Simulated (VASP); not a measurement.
# RbCl (Fm-3m) in VASP: further runs, part 2 of 3

VASP 6.6.1. The steps go on from the part before.

## Step 3: Single point, PBE

This run uses another cell than the first one, of 36.50 Å³/atom, 1.040 times its volume.

Contents of INCAR:

```
SYSTEM = RbCl
PREC = Accurate
ENCUT = 500
EDIFF = 1E-6
ISMEAR = 0
SIGMA = 0.01
LREAL = .False.
LASPH = .True.
NELM = 120
ALGO = Normal
ISIF = 2
LWAVE = .False.
LCHARG = .False.
GGA = PE
NBANDS = 15
GGA_COMPAT = .False.
```

Contents of KPOINTS:

```
regular mesh
0
Gamma
  5 5 5
  0 0 0
```

Contents of POSCAR:

```
RbCl
1.0
    0.0000000000      3.3170838881      3.3170838881
    3.3170838881      0.0000000000      3.3170838881
    3.3170838881      3.3170838881      0.0000000000
Rb Cl
1 1
Direct
    0.0000000000      0.0000000000      0.0000000000
    0.5000000000      0.5000000000      0.5000000000
```

Potentials or basis: VASP PAW PBE potentials, release 64 (Rb_sv, Cl).

Command:

```
$ cat potpaw_PBE.64/Rb_sv/POTCAR potpaw_PBE.64/Cl/POTCAR > POTCAR
$ mpirun -np 1 vasp_std > vasp.out
```

OUTCAR:

```text
SYSTEM = RbCl
   PREC = Accurate
   ENCUT = 500
   EDIFF = 1E-6
   ISMEAR = 0
   LREAL = .False.
   LASPH = .True.
   NELM = 120
   ISIF = 2
   GGA = PE

 ion  position               nearest neighbor table
   1  0.000  0.000  0.000-   2 3.32   2 3.32   2 3.32   2 3.32   2 3.32   2 3.32
   2  0.500  0.500  0.500-   1 3.32   1 3.32   1 3.32   1 3.32   1 3.32   1 3.32

  LATTYP: Found a face centered cubic cell.
 ALAT       =     6.6341677762

  Lattice vectors:

 A1 = (   0.0000000000,   3.3170838881,   3.3170838881)
 A2 = (   3.3170838881,   0.0000000000,   3.3170838881)
 A3 = (   3.3170838881,   3.3170838881,   0.0000000000)

Analysis of symmetry for initial positions (statically):
=====================================================================
 Subroutine PRICEL returns:
 Original cell was already a primitive cell.

 Routine SETGRP: Setting up the symmetry group for a
 face centered cubic supercell.

 Subroutine GETGRP returns: Found 48 space group operations
 (whereof 48 operations were pure point group operations)
 out of a pool of 48 trial point group operations.

The static configuration has the point symmetry O_h .

Analysis of symmetry for dynamics (positions and initial velocities):
=====================================================================
 Subroutine PRICEL returns:
 Original cell was already a primitive cell.

 Routine SETGRP: Setting up the symmetry group for a
 face centered cubic supercell.

 Subroutine GETGRP returns: Found 48 space group operations
 (whereof 48 operations were pure point group operations)
 out of a pool of 48 trial point group operations.

The dynamic configuration has the point symmetry O_h .

 Subroutine INISYM returns: Found 48 space group operations
 (whereof 48 operations are pure point group operations),
 and found     1 'primitive' translations

----------------------------------------------------------------------------------------

                                     Primitive cell

  volume of cell :      72.9961

  direct lattice vectors                    reciprocal lattice vectors
     0.000000000  3.317083888  3.317083888    -0.150734807  0.150734807  0.150734807
     3.317083888  0.000000000  3.317083888     0.150734807 -0.150734807  0.150734807
     3.317083888  3.317083888  0.000000000     0.150734807  0.150734807 -0.150734807

  length of vectors
     4.691065022  4.691065022  4.691065022     0.261080344  0.261080344  0.261080344

  position of ions in fractional coordinates (direct lattice)
     0.000000000  0.000000000  0.000000000
     0.500000000  0.500000000  0.500000000

  ion indices of the primitive-cell ions
   primitive index   ion index
                 1           1
                 2           2

----------------------------------------------------------------------------------------

 KPOINTS: regular mesh

Automatic generation of k-mesh.
 Grid dimensions read from file:
 generate k-points for:    5    5    5

 Generating k-lattice:

  Cartesian coordinates                     Fractional coordinates (reciprocal lattice)
    -0.030146961  0.030146961  0.030146961     0.200000000  0.000000000  0.000000000
     0.030146961 -0.030146961  0.030146961     0.000000000  0.200000000  0.000000000
     0.030146961  0.030146961 -0.030146961     0.000000000  0.000000000  0.200000000

  Length of vectors
[... 24 lines left out ...]
   total plane-waves  NPLWV =  46656
   dimension x,y,z NGX =    36 NGY =   36 NGZ =   36
   dimension x,y,z NGXF=    72 NGYF=   72 NGZF=   72
   ions per type =               1   1
   NGX,Y,Z   is equivalent  to a cutoff of  12.76, 12.76, 12.76 a.u.
   NGXF,Y,Z  is equivalent  to a cutoff of  25.52, 25.52, 25.52 a.u.
 SYSTEM =  RbCl
   PREC   = accura    normal or accurate (medium, high low for compatibility)
   ISTART =      0    job   : 0-new  1-cont  2-samecut
   ICHARG =      2    charge: 1-file 2-atom 10-const
   ISPIN  =      1    spin polarized calculation?
   LNONCOLLINEAR =      F non collinear calculations
   LSORBIT =      F    spin-orbit coupling
   LASPH  =      T    aspherical Exc in radial PAW
   ENCUT  =  500.0 eV  36.75 Ry    6.06 a.u.   8.55  8.55  8.55*2*pi/ulx,y,z
   NELM   =    120;   NELMIN=  2; NELMDL= -5     # of ELM steps
   EDIFF  = 0.1E-05   stopping-criterion for ELM
   LREAL  =      F    real-space projection
   EDIFFG = 0.1E-04   stopping-criterion for IOM
   NSW    =      0    number of steps for IOM
   IBRION =     -1    ionic relax: 0-MD 1-quasi-New 2-CG
   NFREE  =      0    steps in history (QN), initial steepest desc. (CG)
   ISIF   =      2    stress and relaxation
   ISYM   =      2    0-nonsym 1-usesym 2-fastsym
   POTIM  = 0.5000    time-step for ionic-motion
   TEBEG  =    0.0;   TEEND  =   0.0 temperature during run
   PSTRESS=    0.0 pullay stress
   NELECT =      16.0000    total number of electrons
   NUPDOWN=      -1.0000    fix difference up-down
   EMIN   =  10.00;   EMAX   =-10.00  energy-range for DOS
   EFERMI =   0.00;   METHOD = LEGACY
   ISMEAR =     0;   SIGMA  =   0.01  broadening in eV -4-tet -1-fermi 0-gaus
   EFERMI_NEDOS =   21; number of points for ismear=-14 and -15
   IALGO  =     38    algorithm
   IMIX   =      4    mixing-type and parameters
     AMIX     =   0.40;   BMIX     =  1.00
     AMIX_MAG =   1.60;   BMIX_MAG =  1.00
  volume/ion in A,a.u.               =      36.50       246.30
  Fermi-wavevector in a.u.,A,eV,Ry     =   0.987071  1.865294 13.256280  0.974309
  Thomas-Fermi vector in A             =   2.118498
   LORBIT       =      0    0 simple, 1 ext, 2 COOP (PROOUT), +10 PAW based schemes
   GGA     = PE    functional components
   LHFCALC =     F    Hartree Fock is set to
   AEXX    =    0.0000 exact exchange contribution
   IVDW    =     0    specifies the selected vdW correction
   LEPSILON=     F    determine dielectric tensor
   LRPA    =     F    only Hartree local field effects (RPA)
 non-spin polarized calculation
 Gauss-broadening in eV      SIGMA  =   0.01
  energy-cutoff  :      500.00
  volume of cell :       73.00
 maximum number of plane-waves:      1875
 NGX is ok and might be reduce to    36
   NGX = 17   NGY = 17   NGZ = 17

 number of electron      16.0000002 magnetization

 Free energy of the ion-electron system (eV)
  ---------------------------------------------------
  ext. energy  EPLUGINS =         0.00000000
  ---------------------------------------------------
  free energy    TOTEN  =        -6.67248363 eV

  energy without entropy =       -6.67248363  energy(sigma->0) =       -6.67248363

 E-fermi :  -1.8821     XC(G=0):  -7.2557

 val. band max:       -1.9661270266   @ k =   0.0000   0.0000   0.0000
 cond. band min:       2.9555634285   @ k =   0.0000   0.0000   0.0000
 fundamental gap:      4.9216904551
 Fermi energy:        -1.8820804291

 k-point     1 :       0.0000    0.0000    0.0000
  band No.  band energies     occupation
      1     -25.9463      2.00000
      2     -13.9432      2.00000
      3      -9.9952      2.00000
      4      -9.9952      2.00000
      5      -9.9952      2.00000
      6      -1.9661      2.00000
      7      -1.9661      2.00000
      8      -1.9661      2.00000
      9       2.9556      0.00000
     10       6.0106      0.00000
     11       6.0106      0.00000
     12       6.0106      0.00000
     13       6.9785      0.00000
     14       6.9785      0.00000
[... 149 lines left out ...]
      2     -13.9377      2.00000
      3     -10.1312      2.00000
      4     -10.1262      2.00000
      5      -9.9940      2.00000
      6      -2.4428      2.00000
      7      -2.2467      2.00000
      8      -2.1613      2.00000
      9       5.2865      0.00000
     10       5.9061      0.00000
     11       7.1858      0.00000
     12       7.9581      0.00000
     13       8.9634      0.00000
     14       9.0499      0.00000
     15       9.9604      0.00000

------------------------ aborting loop because EDIFF is reached ----------------------------------------

  FORCE on cell =-STRESS in cart. coord.  units (eV):
  Direction    XX          YY          ZZ          XY          YZ          ZX
  --------------------------------------------------------------------------------------
  -------------------------------------------------------------------------------------
  Total        0.1997243      0.1997243      0.1997243     -0.0000000      0.0000000      0.0000000
  in kB        4.3837133      4.3837133      4.3837133     -0.0000000      0.0000000      0.0000000
  external PRESSURE =       4.3837133 kB  Pullay stress =       0.0000000 kB

 VOLUME and BASIS-vectors are now :
 -----------------------------------------------------------------------------
  energy-cutoff  :      500.00
  volume of cell :       73.00
      direct lattice vectors                 reciprocal lattice vectors
     0.000000000  3.317083888  3.317083888    -0.150734807  0.150734807  0.150734807
     3.317083888  0.000000000  3.317083888     0.150734807 -0.150734807  0.150734807
     3.317083888  3.317083888  0.000000000     0.150734807  0.150734807 -0.150734807

 POSITION                                       TOTAL-FORCE (eV/Angst)
 -----------------------------------------------------------------------------------
      0.00000      0.00000      0.00000         0.000000     -0.000000     -0.000000
      3.31708      3.31708      3.31708        -0.000000      0.000000      0.000000
 -----------------------------------------------------------------------------------
    total drift:                                0.000000      0.000000      0.000000

  FREE ENERGIE OF THE ION-ELECTRON SYSTEM (eV)
  ---------------------------------------------------
  free  energy   TOTEN  =        -6.6724836257 eV

  energy  without entropy=       -6.6724836257  energy(sigma->0) =       -6.67248363
```

OSZICAR:

```text
N       E                     dE             d eps       ncg     rms          rms(c)
DAV:   1     0.854318700657E+02    0.85432E+02   -0.68000E+03   300   0.903E+02
DAV:   2    -0.109836717797E+01   -0.86530E+02   -0.79210E+02   454   0.167E+02
DAV:   3    -0.689796059695E+01   -0.57996E+01   -0.57641E+01   363   0.454E+01
DAV:   4    -0.704155206267E+01   -0.14359E+00   -0.14356E+00   441   0.693E+00
DAV:   5    -0.704261116951E+01   -0.10591E-02   -0.10591E-02   377   0.591E-01    0.308E+00
DAV:   6    -0.667973093066E+01    0.36288E+00   -0.50602E-01   377   0.344E+00    0.235E+00
DAV:   7    -0.665652182300E+01    0.23209E-01   -0.12030E-01   398   0.182E+00    0.141E+00
DAV:   8    -0.667066163210E+01   -0.14140E-01   -0.16919E-02   360   0.806E-01    0.173E-01
DAV:   9    -0.667184740533E+01   -0.11858E-02   -0.15868E-03   398   0.213E-01    0.103E-01
DAV:  10    -0.667246255433E+01   -0.61515E-03   -0.54737E-04   328   0.147E-01    0.165E-02
DAV:  11    -0.667247717499E+01   -0.14621E-04   -0.26877E-05   363   0.323E-02    0.119E-02
DAV:  12    -0.667248364965E+01   -0.64747E-05   -0.14318E-05   328   0.217E-02    0.413E-03
DAV:  13    -0.667248362571E+01    0.23942E-07   -0.23011E-07   325   0.331E-03
   1 F= -.66724836E+01 E0= -.66724836E+01  d E =-.284294E-34
```

It took 16 s on 1 thread of AMD EPYC 7R13 (Zen 3), shared host; peak memory 0.17 GiB.

Results:

| Item | Value |
| --- | --- |
| Free energy | -6.6725 eV |
| Pressure | 0.4 GPa |
| Band gap on the k mesh | 4.92 eV, direct |

(Part 2 of 3 ends here.)
